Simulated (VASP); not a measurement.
# CdS (Hawleyite) (Cm) in VASP: a series of runs

The runs below take CdS (Hawleyite) through single point, with PBE.

Everything below comes from runs of VASP 6.6.1. Logs are shortened: lines on timing, memory, paths and dates and some standing lists are left out, and cuts for length are marked.

### 1 The cell of the first run

It takes space group Cm (No. 8, monoclinic). The conventional cell has a = 7.156 Å, b = 4.131 Å, c = 4.131 Å, α = 90.00°, β = 125.26°, γ = 90.00°. Within 3.3 Å of Cd (site symmetry m) lie 4 S at 2.49 to 2.61 Å. Within 3.3 Å of S (site symmetry m) lie 4 Cd at 2.49 to 2.61 Å.

### 2 Single point, PBE

INCAR

```
PREC     = Accurate       # precision mode
ENCUT    = 520            # plane-wave cutoff, eV
EDIFF    = 1E-6           # SCF threshold, eV
ISMEAR   = 0              # smearing method
SIGMA    = 0.01           # smearing width, eV
LREAL    = F              # projectors in reciprocal space
LASPH    = T              # aspherical terms in the spheres
NELM     = 60             # most SCF steps
ALGO     = Normal         # electronic algorithm
ISIF     = 2              # what is computed and relaxed
LWAVE    = F              # write WAVECAR
LCHARG   = T              # write CHGCAR
GGA      = PE             # functional
LELF     = T              # ELF
LVHAR    = T            
NBANDS   = 16             # bands
```

KPOINTS

```
regular mesh
0
Gamma
  4 4 4
```

POSCAR

```
CdS
1.0
    0.0000000000      2.9213527544      2.9213527544
    2.9213527544      0.0000000000      2.9213527544
    2.9213527544      2.9213527544      0.0000000000
Cd S
1 1
Direct
    0.0098400000      0.9944900000      0.9972900000
    0.2371100000      0.2569800000      0.2598100000
```

Potentials or basis: VASP PAW PBE potentials, release 64 (Cd, S).

Run with:

```sh
cat potpaw_PBE.64/Cd/POTCAR potpaw_PBE.64/S/POTCAR > POTCAR
mpirun -np 1 vasp_std > vasp.out
```

OUTCAR:

```text
PREC = Accurate
   ENCUT = 520
   EDIFF = 1E-6
   ISMEAR = 0
   LREAL = F
   LASPH = T
   NELM = 60
   ISIF = 2
   GGA = PE

 ion  position               nearest neighbor table
   1  0.010  0.994  0.997-   2 2.49   2 2.49   2 2.54   2 2.61
   2  0.237  0.257  0.260-   1 2.49   1 2.49   1 2.54   1 2.61

  LATTYP: Found a face centered cubic cell.
 ALAT       =     5.8427055088

  Lattice vectors:

 A1 = (   0.0000000000,   2.9213527544,   2.9213527544)
 A2 = (   2.9213527544,   0.0000000000,   2.9213527544)
 A3 = (   2.9213527544,   2.9213527544,   0.0000000000)

Analysis of symmetry for initial positions (statically):
=====================================================================
 Subroutine PRICEL returns:
 Original cell was already a primitive cell.

 Routine SETGRP: Setting up the symmetry group for a
 face centered cubic supercell.

 Subroutine GETGRP returns: Found  1 space group operations
 (whereof  1 operations were pure point group operations)
 out of a pool of 48 trial point group operations.

The static configuration has the point symmetry C_1 .

Analysis of symmetry for dynamics (positions and initial velocities):
=====================================================================
 Subroutine PRICEL returns:
 Original cell was already a primitive cell.

 Routine SETGRP: Setting up the symmetry group for a
 face centered cubic supercell.

 Subroutine GETGRP returns: Found  1 space group operations
 (whereof  1 operations were pure point group operations)
 out of a pool of 48 trial point group operations.

The dynamic configuration has the point symmetry C_1 .

 Subroutine INISYM returns: Found  1 space group operations
 (whereof  1 operations are pure point group operations),
 and found     1 'primitive' translations

----------------------------------------------------------------------------------------

                                     Primitive cell

  volume of cell :      49.8634

  direct lattice vectors                    reciprocal lattice vectors
     0.000000000  2.921352754  2.921352754    -0.171153586  0.171153586  0.171153586
     2.921352754  0.000000000  2.921352754     0.171153586 -0.171153586  0.171153586
     2.921352754  2.921352754  0.000000000     0.171153586  0.171153586 -0.171153586

  length of vectors
     4.131416686  4.131416686  4.131416686     0.296446707  0.296446707  0.296446707

  position of ions in fractional coordinates (direct lattice)
     0.009840000  0.994490000  0.997290000
     0.237110000  0.256980000  0.259810000

  ion indices of the primitive-cell ions
   primitive index   ion index
                 1           1
                 2           2

----------------------------------------------------------------------------------------

 KPOINTS: regular mesh

Automatic generation of k-mesh.
 Grid dimensions read from file:
 generate k-points for:    4    4    4

 Generating k-lattice:

  Cartesian coordinates                     Fractional coordinates (reciprocal lattice)
    -0.042788397  0.042788397  0.042788397     0.250000000  0.000000000  0.000000000
     0.042788397 -0.042788397  0.042788397     0.000000000  0.250000000  0.000000000
     0.042788397  0.042788397 -0.042788397     0.000000000  0.000000000  0.250000000

  Length of vectors
     0.074111677  0.074111677  0.074111677

  Shift w.r.t. Gamma in fractional coordinates (k-lattice)
     0.000000000  0.000000000  0.000000000

 Subroutine IBZKPT returns following result:
 ===========================================

 Found     36 irreducible k-points:

 Following reciprocal coordinates:
            Coordinates               Weight
  0.000000  0.000000  0.000000      1.000000
  0.250000  0.000000  0.000000      2.000000
  0.000000  0.250000  0.000000      2.000000
  0.000000  0.000000  0.250000      2.000000
  0.250000  0.250000  0.250000      2.000000
  0.500000  0.000000  0.000000      1.000000
[... 16 lines left out ...]
  0.250000  0.500000  0.500000      2.000000
  0.500000  0.000000  0.250000      2.000000
 [... further k-points ...]
   k-points           NKPTS =     36   k-points in BZ     NKDIM =     36   number of bands    NBANDS=     16
   number of dos      NEDOS =    301   number of ions     NIONS =      2
   total plane-waves  NPLWV =  32768
   dimension x,y,z NGX =    32 NGY =   32 NGZ =   32
   dimension x,y,z NGXF=    64 NGYF=   64 NGZF=   64
   ions per type =               1   1
   NGX,Y,Z   is equivalent  to a cutoff of  12.88, 12.88, 12.88 a.u.
   NGXF,Y,Z  is equivalent  to a cutoff of  25.75, 25.75, 25.75 a.u.
 SYSTEM =  unknown system
   PREC   = accura    normal or accurate (medium, high low for compatibility)
   ISTART =      0    job   : 0-new  1-cont  2-samecut
   ICHARG =      2    charge: 1-file 2-atom 10-const
   ISPIN  =      1    spin polarized calculation?
   LNONCOLLINEAR =      F non collinear calculations
   LSORBIT =      F    spin-orbit coupling
   LASPH  =      T    aspherical Exc in radial PAW
   ENCUT  =  520.0 eV  38.22 Ry    6.18 a.u.   7.68  7.68  7.68*2*pi/ulx,y,z
   NELM   =     60;   NELMIN=  2; NELMDL= -5     # of ELM steps
   EDIFF  = 0.1E-05   stopping-criterion for ELM
   LREAL  =      F    real-space projection
   EDIFFG = 0.1E-04   stopping-criterion for IOM
   NSW    =      0    number of steps for IOM
   IBRION =     -1    ionic relax: 0-MD 1-quasi-New 2-CG
   NFREE  =      0    steps in history (QN), initial steepest desc. (CG)
   ISIF   =      2    stress and relaxation
   ISYM   =      2    0-nonsym 1-usesym 2-fastsym
   POTIM  = 0.5000    time-step for ionic-motion
   TEBEG  =    0.0;   TEEND  =   0.0 temperature during run
   PSTRESS=    0.0 pullay stress
   NELECT =      18.0000    total number of electrons
   NUPDOWN=      -1.0000    fix difference up-down
   EMIN   =  10.00;   EMAX   =-10.00  energy-range for DOS
   EFERMI =   0.00;   METHOD = LEGACY
   ISMEAR =     0;   SIGMA  =   0.01  broadening in eV -4-tet -1-fermi 0-gaus
   EFERMI_NEDOS =   21; number of points for ismear=-14 and -15
   IALGO  =     38    algorithm
   IMIX   =      4    mixing-type and parameters
     AMIX     =   0.40;   BMIX     =  1.00
     AMIX_MAG =   1.60;   BMIX_MAG =  1.00
  volume/ion in A,a.u.               =      24.93       168.25
  Fermi-wavevector in a.u.,A,eV,Ry     =   1.165659  2.202777 18.487077  1.358762
  Thomas-Fermi vector in A             =   2.302182
   LORBIT       =      0    0 simple, 1 ext, 2 COOP (PROOUT), +10 PAW based schemes
   GGA     = PE    functional components
   LHFCALC =     F    Hartree Fock is set to
   AEXX    =    0.0000 exact exchange contribution
   IVDW    =     0    specifies the selected vdW correction
   LEPSILON=     F    determine dielectric tensor
   LRPA    =     F    only Hartree local field effects (RPA)
 non-spin polarized calculation
 Gauss-broadening in eV      SIGMA  =   0.01
  energy-cutoff  :      520.00
  volume of cell :       49.86
 maximum number of plane-waves:      1363
 NGX is ok and might be reduce to    32
   NGX = 15   NGY = 15   NGZ = 15

 number of electron      18.0000000 magnetization

 Free energy of the ion-electron system (eV)
  ---------------------------------------------------
  ext. energy  EPLUGINS =         0.00000000
  ---------------------------------------------------
  free energy    TOTEN  =        -6.07580441 eV

  energy without entropy =       -6.07580441  energy(sigma->0) =       -6.07580441

 E-fermi :   1.3864     XC(G=0):  -9.1171

 val. band max:        1.3101989044   @ k =   0.0000   0.0000   0.0000
 cond. band min:       2.4293528903   @ k =   0.0000   0.0000   0.0000
 fundamental gap:      1.1191539859
 Fermi energy:         1.3864467362

 k-point     1 :       0.0000    0.0000    0.0000
  band No.  band energies     occupation
      1     -11.0517      2.00000
      2      -6.4956      2.00000
      3      -6.4575      2.00000
      4      -6.3796      2.00000
      5      -5.9748      2.00000
      6      -5.9733      2.00000
[... 8 lines left out ...]
     15      12.7347      0.00000
     16      12.7523      0.00000

 k-point     2 :       0.2500    0.0000    0.0000
  band No.  band energies     occupation
      1     -10.8491      2.00000
      2      -6.4327      2.00000
      3      -6.4038      2.00000
      4      -6.1409      2.00000
      5      -5.9676      2.00000
      6      -5.9627      2.00000
[... 8 lines left out ...]
     15      11.9754      0.00000
     16      12.5863      0.00000

 k-point     3 :       0.0000    0.2500    0.0000
  band No.  band energies     occupation
      1     -10.8354      2.00000
      2      -6.3858      2.00000
      3      -6.3322      2.00000
      4      -6.2155      2.00000
      5      -5.9747      2.00000
      6      -5.9693      2.00000
[... 8 lines left out ...]
     15      11.9365      0.00000
     16      12.6159      0.00000

 k-point     4 :       0.0000    0.0000    0.2500
  band No.  band energies     occupation
      1     -10.8354      2.00000
      2      -6.3857      2.00000
      3      -6.3322      2.00000
      4      -6.2156      2.00000
      5      -5.9747      2.00000
      6      -5.9693      2.00000
[... 8 lines left out ...]
     15      11.9364      0.00000
     16      12.6159      0.00000
[... 324 lines left out ...]
 k-point    22 :      -0.2500    0.2500   -0.2500
  band No.  band energies     occupation
      1     -10.5599      2.00000
      2      -6.2639      2.00000
      3      -6.1904      2.00000
      4      -6.0682      2.00000
      5      -5.9251      2.00000
      6      -5.5662      2.00000
[... 8 lines left out ...]
     15      13.9610      0.00000
     16      14.8910      0.00000

 k-point    23 :       0.2500    0.5000    0.5000
  band No.  band energies     occupation
      1     -10.5680      2.00000
      2      -6.2625      2.00000
      3      -6.2505      2.00000
      4      -6.0341      2.00000
      5      -5.9269      2.00000
      6      -5.5626      2.00000
[... 8 lines left out ...]
     15      13.8356      0.00000
     16      14.8687      0.00000

 k-point    24 :       0.5000    0.0000    0.2500
  band No.  band energies     occupation
      1     -10.5730      2.00000
      2      -6.3058      2.00000
      3      -6.2461      2.00000
      4      -6.0644      2.00000
      5      -5.9182      2.00000
      6      -5.5463      2.00000
[... 8 lines left out ...]
     15      13.9542      0.00000
     16      14.9180      0.00000

 [... further k-points ...]
[... 5 lines left out ...]
  --------------------------------------------------------------------------------------
  -------------------------------------------------------------------------------------
  Total        0.9648179      1.0095321      1.0096209      0.1688431     -0.4966225      0.1680454
  in kB       31.0008738     32.4376009     32.4404533      5.4251517    -15.9571378      5.3995207
  external PRESSURE =      31.9596427 kB  Pullay stress =       0.0000000 kB

 VOLUME and BASIS-vectors are now :
 -----------------------------------------------------------------------------
  energy-cutoff  :      520.00
  volume of cell :       49.86
      direct lattice vectors                 reciprocal lattice vectors
     0.000000000  2.921352754  2.921352754    -0.171153586  0.171153586  0.171153586
     2.921352754  0.000000000  2.921352754     0.171153586 -0.171153586  0.171153586
     2.921352754  2.921352754  0.000000000     0.171153586  0.171153586 -0.171153586

 POSITION                                       TOTAL-FORCE (eV/Angst)
 -----------------------------------------------------------------------------------
      5.81869      2.94218      2.93400         0.359239     -0.112940     -0.113552
      1.50973      1.45168      1.44341        -0.359239      0.112940      0.113552
 -----------------------------------------------------------------------------------
    total drift:                                0.000088     -0.000009      0.000042

  FREE ENERGIE OF THE ION-ELECTRON SYSTEM (eV)
  ---------------------------------------------------
  free  energy   TOTEN  =        -6.0758044068 eV

  energy  without entropy=       -6.0758044068  energy(sigma->0) =       -6.07580441
```

Wall time 56 s (1 thread of AMD EPYC 7R13 (Zen 3), shared host); peak memory 0.15 GiB.

Results:

```yaml
Free_energy: -6.0758 eV
Pressure: 3.2 GPa
Largest_force: 0.393 eV/Å
Band_gap_on_the_k_mesh: 1.12 eV, direct
```

Forces in eV/Å, atoms in the order of the input:
```
Cd   0.359 -0.113 -0.114
S   -0.359  0.113  0.114
```

Levels at points of the mesh, in eV from the valence-band top:
| k point | band 7 | band 8 | band 9 | band 10 | band 11 | band 12 |
| --- | --- | --- | --- | --- | --- | --- |
| (0.00, 0.00, 0.00) | -0.04 | -0.02 | 0.00 | 1.12 | 6.51 | 6.52 |
| (0.50, 0.00, 0.00) | -4.24 | -0.75 | -0.66 | 2.87 | 6.82 | 7.00 |
| (0.00, 0.50, 0.00) | -4.48 | -0.88 | -0.70 | 3.04 | 6.84 | 7.21 |
| (0.00, 0.00, 0.50) | -4.48 | -0.88 | -0.70 | 3.04 | 6.84 | 7.21 |
| (0.50, 0.50, 0.50) | -4.38 | -0.86 | -0.65 | 2.97 | 6.77 | 7.19 |
| (0.50, 0.50, 0.00) | -3.96 | -1.89 | -1.86 | 3.52 | 4.31 | 9.19 |
| (0.00, 0.50, 0.50) | -3.95 | -1.89 | -1.86 | 3.51 | 4.34 | 9.19 |
| (0.50, 0.00, 0.50) | -3.96 | -1.89 | -1.86 | 3.52 | 4.31 | 9.19 |

Caveat: the k points lie up to 0.47 Å⁻¹ apart.

### 3 Single point, PBE

This run uses another cell than the first one, of 24.68 Å³/atom, 0.990 times its volume.

INCAR

```
PREC     = Accurate       # precision mode
ENCUT    = 520            # plane-wave cutoff, eV
EDIFF    = 1E-7           # SCF threshold, eV
ISMEAR   = 0              # smearing method
SIGMA    = 0.01           # smearing width, eV
LREAL    = False          # projectors in reciprocal space
LASPH    = True           # aspherical terms in the spheres
NELM     = 60             # most SCF steps
ALGO     = Normal         # electronic algorithm
ISIF     = 2              # what is computed and relaxed
LWAVE    = False          # write WAVECAR
LCHARG   = True           # write CHGCAR
GGA      = PE             # functional
LELF     = True           # ELF
LVHAR    = True         
NBANDS   = 16             # bands
```

KPOINTS

```
Automatic mesh
0
Gamma
  4 4 4
```

POSCAR

```
CdS
1.0
    0.0000000000      2.9116310427      2.9116310427
    2.9116310427      0.0000000000      2.9116310427
    2.9116310427      2.9116310427      0.0000000000
Cd S
1 1
Direct
    0.0098400000      0.9944900000      0.9972900000
    0.2371100000      0.2569800000      0.2598100000
```

Potentials or basis: VASP PAW PBE potentials, release 64 (Cd, S).

Run with:

```sh
cat potpaw_PBE.64/Cd/POTCAR potpaw_PBE.64/S/POTCAR > POTCAR
mpirun -np 1 vasp_std > vasp.out
```

It used 38 s of CPU time on 1 thread of AMD EPYC 7R13 Processor (Zen 3), on a shared host.

The run converged. Its results:

| Property | Result |
| --- | --- |
| Free energy | -6.0648 eV |
| Pressure | 3.9 GPa |
| Largest force | 0.406 eV/Å |
| Band gap on the k mesh | 1.14 eV, direct |

Forces in eV/Å, atoms in the order of the input:
```
Cd   0.371 -0.117 -0.117
S   -0.371  0.117  0.117
```

Stress tensor (GPa, compression positive):
```
 3.78  0.58  0.58
 0.58  3.93 -1.70
 0.58 -1.70  3.93
```

Levels at points of the mesh, in eV from the valence-band top:
```
           k point  band 5  band 6  band 7  band 8  band 9  band 10  band 11  band 12  band 13  band 14
(0.00, 0.00, 0.00)   -7.31   -7.30   -0.04   -0.01    0.00     1.14     6.51     6.52     6.55    11.42
(0.50, 0.00, 0.00)   -7.26   -6.90   -4.29   -0.76   -0.67     2.89     6.82     7.00     7.41    11.12
(0.00, 0.50, 0.00)   -7.26   -6.93   -4.54   -0.90   -0.71     3.06     6.84     7.22     7.51    11.04
(0.00, 0.00, 0.50)   -7.26   -6.93   -4.54   -0.90   -0.71     3.06     6.84     7.22     7.51    11.04
(0.50, 0.50, 0.50)   -7.26   -6.91   -4.44   -0.88   -0.66     2.99     6.77     7.20     7.46    11.07
(0.50, 0.50, 0.00)   -7.22   -6.85   -4.00   -1.92   -1.89     3.50     4.33     9.24    10.76    10.83
(0.00, 0.50, 0.50)   -7.22   -6.85   -3.99   -1.93   -1.90     3.49     4.35     9.23    10.69    10.90
(0.50, 0.00, 0.50)   -7.22   -6.85   -4.00   -1.92   -1.89     3.50     4.33     9.24    10.76    10.83
```

Caveat: the k points lie up to 0.47 Å⁻¹ apart.
